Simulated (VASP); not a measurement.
# C (Fd-3m) in VASP: single point with PBE+D3(BJ)

Aim: the single point of C with PBE+D3(BJ).

Program: VASP 6.6.1. These are calculated values, not measurements. Logs are shortened: lines on timing, memory, paths and dates and some standing lists are left out, and cuts for length are marked.

### 1 The cell of the first run

The structure is cubic, space group Fd-3m (No. 227). The conventional cell has a = 3.557 Å, b = 3.557 Å, c = 3.557 Å, α = 90.00°, β = 90.00°, γ = 90.00°. Within 2.1 Å of C (site symmetry -43m) lie 4 C at 1.54 Å.

### 2 Single point, PBE+D3(BJ)

File INCAR:

```
SYSTEM = C
  PREC = Accurate
  ENCUT = 600
  EDIFF = 1E-6
  ISMEAR = 0
  SIGMA = 0.02
  LREAL = .FALSE.
  LASPH = .TRUE.
  NELM = 120
  ALGO = Normal
  ISIF = 2
  LWAVE = .FALSE.
  LCHARG = .FALSE.
  GGA = PE
  IVDW = 12
  NBANDS = 11
  GGA_COMPAT = .FALSE.
```

File KPOINTS:

```
Automatic mesh
0
G
  12 12 12
  0 0 0
```

File POSCAR:

```
C
1.0
    0.0000000000      1.7784434376      1.7784434376
    1.7784434376      0.0000000000      1.7784434376
    1.7784434376      1.7784434376      0.0000000000
C
2
Direct
    0.0000000000      0.0000000000      0.0000000000
    0.2500000000      0.2500000000      0.2500000000
```

Potentials or basis: VASP PAW PBE potentials, release 64 (C).

Command:

```bash
> cat potpaw_PBE.64/C/POTCAR > POTCAR
> mpirun -np 1 vasp_std > vasp.out
```

OUTCAR:

```text
SYSTEM = C
   PREC = Accurate
   ENCUT = 600
   EDIFF = 1E-6
   ISMEAR = 0
   LREAL = .FALSE.
   LASPH = .TRUE.
   NELM = 120
   ISIF = 2
   GGA = PE
   IVDW = 12
 IVDW          = 12

 ion  position               nearest neighbor table
   1  0.000  0.000  0.000-   2 1.54   2 1.54   2 1.54   2 1.54
   2  0.250  0.250  0.250-   1 1.54   1 1.54   1 1.54   1 1.54

  LATTYP: Found a face centered cubic cell.
 ALAT       =     3.5568868752

  Lattice vectors:

 A1 = (   0.0000000000,   1.7784434376,   1.7784434376)
 A2 = (   1.7784434376,   0.0000000000,   1.7784434376)
 A3 = (   1.7784434376,   1.7784434376,   0.0000000000)

Analysis of symmetry for initial positions (statically):
=====================================================================
 Subroutine PRICEL returns:
 Original cell was already a primitive cell.

 Routine SETGRP: Setting up the symmetry group for a
 face centered cubic supercell.

 Subroutine GETGRP returns: Found 48 space group operations
 (whereof 24 operations were pure point group operations)
 out of a pool of 48 trial point group operations.

The static configuration has the point symmetry T_d .
 The point group associated with its full space group is O_h .

Analysis of symmetry for dynamics (positions and initial velocities):
=====================================================================
 Subroutine PRICEL returns:
 Original cell was already a primitive cell.

 Routine SETGRP: Setting up the symmetry group for a
 face centered cubic supercell.

 Subroutine GETGRP returns: Found 48 space group operations
 (whereof 24 operations were pure point group operations)
 out of a pool of 48 trial point group operations.

The dynamic configuration has the point symmetry T_d .
 The point group associated with its full space group is O_h .

 Subroutine INISYM returns: Found 48 space group operations
 (whereof 24 operations are pure point group operations),
 and found     1 'primitive' translations

----------------------------------------------------------------------------------------

                                     Primitive cell

  volume of cell :      11.2499

  direct lattice vectors                    reciprocal lattice vectors
     0.000000000  1.778443438  1.778443438    -0.281144730  0.281144730  0.281144730
     1.778443438  0.000000000  1.778443438     0.281144730 -0.281144730  0.281144730
     1.778443438  1.778443438  0.000000000     0.281144730  0.281144730 -0.281144730

  length of vectors
     2.515098829  2.515098829  2.515098829     0.486956957  0.486956957  0.486956957

  position of ions in fractional coordinates (direct lattice)
     0.000000000  0.000000000  0.000000000
     0.250000000  0.250000000  0.250000000

  ion indices of the primitive-cell ions
   primitive index   ion index
                 1           1
                 2           2

----------------------------------------------------------------------------------------

 KPOINTS: Automatic mesh

Automatic generation of k-mesh.
 Grid dimensions read from file:
 generate k-points for:   12   12   12

 Generating k-lattice:

  Cartesian coordinates                     Fractional coordinates (reciprocal lattice)
    -0.023428727  0.023428727  0.023428727     0.083333333  0.000000000  0.000000000
     0.023428727 -0.023428727  0.023428727     0.000000000  0.083333333  0.000000000
     0.023428727  0.023428727 -0.023428727     0.000000000  0.000000000  0.083333333

  Length of vectors
     0.040579746  0.040579746  0.040579746

  Shift w.r.t. Gamma in fractional coordinates (k-lattice)
     0.000000000  0.000000000  0.000000000

 Subroutine IBZKPT returns following result:
 ===========================================

 Found     72 irreducible k-points:

 Following reciprocal coordinates:
            Coordinates               Weight
  0.000000  0.000000  0.000000      1.000000
  0.083333  0.000000  0.000000      8.000000
  0.166667  0.000000  0.000000      8.000000
  0.250000  0.000000  0.000000      8.000000
  0.333333  0.000000  0.000000      8.000000
  0.416667  0.000000  0.000000      8.000000
[... 16 lines left out ...]
  0.500000  0.166667  0.000000     24.000000
 -0.416667  0.166667  0.000000     24.000000
 [... further k-points ...]
   k-points           NKPTS =     72   k-points in BZ     NKDIM =     72   number of bands    NBANDS=     11
   number of dos      NEDOS =    301   number of ions     NIONS =      2
   total plane-waves  NPLWV =   8000
   dimension x,y,z NGX =    20 NGY =   20 NGZ =   20
   dimension x,y,z NGXF=    40 NGYF=   40 NGZF=   40
   ions per type =               2
   NGX,Y,Z   is equivalent  to a cutoff of  13.22, 13.22, 13.22 a.u.
   NGXF,Y,Z  is equivalent  to a cutoff of  26.44, 26.44, 26.44 a.u.
 SYSTEM =  C
   PREC   = accura    normal or accurate (medium, high low for compatibility)
   ISTART =      0    job   : 0-new  1-cont  2-samecut
   ICHARG =      2    charge: 1-file 2-atom 10-const
   ISPIN  =      1    spin polarized calculation?
   LNONCOLLINEAR =      F non collinear calculations
   LSORBIT =      F    spin-orbit coupling
   LASPH  =      T    aspherical Exc in radial PAW
   ENCUT  =  600.0 eV  44.10 Ry    6.64 a.u.   5.02  5.02  5.02*2*pi/ulx,y,z
   NELM   =    120;   NELMIN=  2; NELMDL= -5     # of ELM steps
   EDIFF  = 0.1E-05   stopping-criterion for ELM
   LREAL  =      F    real-space projection
   EDIFFG = 0.1E-04   stopping-criterion for IOM
   NSW    =      0    number of steps for IOM
   IBRION =     -1    ionic relax: 0-MD 1-quasi-New 2-CG
   NFREE  =      0    steps in history (QN), initial steepest desc. (CG)
   ISIF   =      2    stress and relaxation
   ISYM   =      2    0-nonsym 1-usesym 2-fastsym
   POTIM  = 0.5000    time-step for ionic-motion
   TEBEG  =    0.0;   TEEND  =   0.0 temperature during run
   PSTRESS=    0.0 pullay stress
   NELECT =       8.0000    total number of electrons
   NUPDOWN=      -1.0000    fix difference up-down
   EMIN   =  10.00;   EMAX   =-10.00  energy-range for DOS
   EFERMI =   0.00;   METHOD = LEGACY
   ISMEAR =     0;   SIGMA  =   0.02  broadening in eV -4-tet -1-fermi 0-gaus
   EFERMI_NEDOS =   21; number of points for ismear=-14 and -15
   IALGO  =     38    algorithm
   IMIX   =      4    mixing-type and parameters
     AMIX     =   0.40;   BMIX     =  1.00
     AMIX_MAG =   1.60;   BMIX_MAG =  1.00
  volume/ion in A,a.u.               =       5.62        37.96
  Fermi-wavevector in a.u.,A,eV,Ry     =   1.461240  2.761342 29.051448  2.135221
  Thomas-Fermi vector in A             =   2.577595
   LORBIT       =      0    0 simple, 1 ext, 2 COOP (PROOUT), +10 PAW based schemes
   GGA     = PE    functional components
   LHFCALC =     F    Hartree Fock is set to
   AEXX    =    0.0000 exact exchange contribution
   IVDW    =    12    specifies the selected vdW correction
   LEPSILON=     F    determine dielectric tensor
   LRPA    =     F    only Hartree local field effects (RPA)
 non-spin polarized calculation
 Gauss-broadening in eV      SIGMA  =   0.02
  energy-cutoff  :      600.00
  volume of cell :       11.25
 maximum number of plane-waves:       388
   NGX =  9   NGY =  9   NGZ =  9

 number of electron       7.9999999 magnetization

 Free energy of the ion-electron system (eV)
  ---------------------------------------------------
  ext. energy  EPLUGINS =         0.00000000
  ---------------------------------------------------
  free energy    TOTEN  =       -18.18754211 eV

  energy without entropy =      -18.18754211  energy(sigma->0) =      -18.18754211

 E-fermi :   9.9390     XC(G=0): -13.2924

 val. band max:        9.8489337614   @ k =   0.0000   0.0000   0.0000
 cond. band min:      14.0213177226   @ k =   0.3333   0.3333   0.0000
 fundamental gap:      4.1723839611
 Fermi energy:         9.9389966029

 k-point     1 :       0.0000    0.0000    0.0000
  band No.  band energies     occupation
      1     -11.7394      2.00000
      2       9.8489      2.00000
      3       9.8489      2.00000
      4       9.8489      2.00000
      5      15.4620      0.00000
      6      15.4620      0.00000
      7      15.4620      0.00000
      8      23.3710      0.00000
      9      29.2504      0.00000
     10      36.4764      0.00000
     11      36.4764      0.00000

 k-point     2 :       0.0833    0.0000    0.0000
  band No.  band energies     occupation
      1     -11.5462      2.00000
      2       8.6145      2.00000
      3       9.5233      2.00000
      4       9.5233      2.00000
      5      15.8887      0.00000
      6      15.8887      0.00000
      7      16.1865      0.00000
      8      23.5294      0.00000
      9      29.5713      0.00000
     10      34.3358      0.00000
     11      34.3358      0.00000

 k-point     3 :       0.1667    0.0000    0.0000
  band No.  band energies     occupation
      1     -10.9683      2.00000
      2       6.0695      2.00000
      3       8.8170      2.00000
      4       8.8170      2.00000
      5      16.8150      0.00000
      6      16.8150      0.00000
      7      17.2966      0.00000
      8      23.9843      0.00000
      9      30.2415      0.00000
     10      32.7303      0.00000
     11      32.7303      0.00000
[... 267 lines left out ...]
 k-point    23 :       0.5000    0.1667    0.0000
  band No.  band energies     occupation
      1      -5.9469      2.00000
      2      -2.2389      2.00000
      3       4.8307      2.00000
      4       5.8509      2.00000
      5      16.9796      0.00000
      6      20.6268      0.00000
      7      21.1837      0.00000
      8      24.2174      0.00000
      9      30.0872      0.00000
     10      33.8179      0.00000
     11      36.5550      0.00000

 k-point    24 :      -0.4167    0.1667    0.0000
  band No.  band energies     occupation
      1      -5.5106      2.00000
      2      -2.7619      2.00000
      3       4.3401      2.00000
      4       6.2325      2.00000
      5      17.4206      0.00000
      6      20.1325      0.00000
      7      21.1611      0.00000
      8      25.3871      0.00000
      9      29.3887      0.00000
     10      34.1278      0.00000
     11      34.5720      0.00000

 [... further k-points ...]

------------------------ aborting loop because EDIFF is reached ----------------------------------------

 Edisp (eV)   -0.38578

 E8    (eV) :    -0.1111

  FORCE on cell =-STRESS in cart. coord.  units (eV):
  Direction    XX          YY          ZZ          XY          YZ          ZX
  --------------------------------------------------------------------------------------
  -------------------------------------------------------------------------------------
  Total       0.00186     0.00186     0.00186    -0.00000     0.00000     0.00000
  in kB       0.26433     0.26433     0.26433    -0.00000     0.00000     0.00000
  external pressure =        0.26 kB  Pullay stress =        0.00 kB

 VOLUME and BASIS-vectors are now :
 -----------------------------------------------------------------------------
  energy-cutoff  :      600.00
  volume of cell :       11.25
      direct lattice vectors                 reciprocal lattice vectors
     0.000000000  1.778443438  1.778443438    -0.281144730  0.281144730  0.281144730
     1.778443438  0.000000000  1.778443438     0.281144730 -0.281144730  0.281144730
     1.778443438  1.778443438  0.000000000     0.281144730  0.281144730 -0.281144730

 POSITION                                       TOTAL-FORCE (eV/Angst)
 -----------------------------------------------------------------------------------
      0.00000      0.00000      0.00000         0.000000      0.000000      0.000000
      0.88922      0.88922      0.88922        -0.000000     -0.000000     -0.000000
 -----------------------------------------------------------------------------------
    total drift:                                0.000000      0.000000      0.000000

  FREE ENERGIE OF THE ION-ELECTRON SYSTEM (eV)
  ---------------------------------------------------
  free  energy   TOTEN  =       -18.5733193972 eV

  energy  without entropy=      -18.5733193972  energy(sigma->0) =      -18.57331940
```

Wall time 4 s (1 thread of Intel Xeon 6975P-C (Granite Rapids), shared host); peak memory 0.13 GiB.

Results:

```
Free energy                : -18.5733 eV
Pressure                   : 0.0 GPa
Band gap on the k mesh     : 4.17 eV, indirect (least direct gap 5.61 eV)
Dispersion energy per atom : -0.193 eV
```

Levels at points of the mesh, in eV from the valence-band top:
| k point | band 2 | band 3 | band 4 | band 5 | band 6 | band 7 |
| --- | --- | --- | --- | --- | --- | --- |
| (0.00, 0.00, 0.00) | 0.00 | 0.00 | 0.00 | 5.61 | 5.61 | 5.61 |
| (0.50, 0.00, 0.00) | -13.47 | -2.82 | -2.82 | 8.49 | 8.49 | 8.96 |
| (0.50, 0.50, 0.00) | -12.82 | -6.35 | -6.35 | 4.78 | 4.78 | 16.93 |
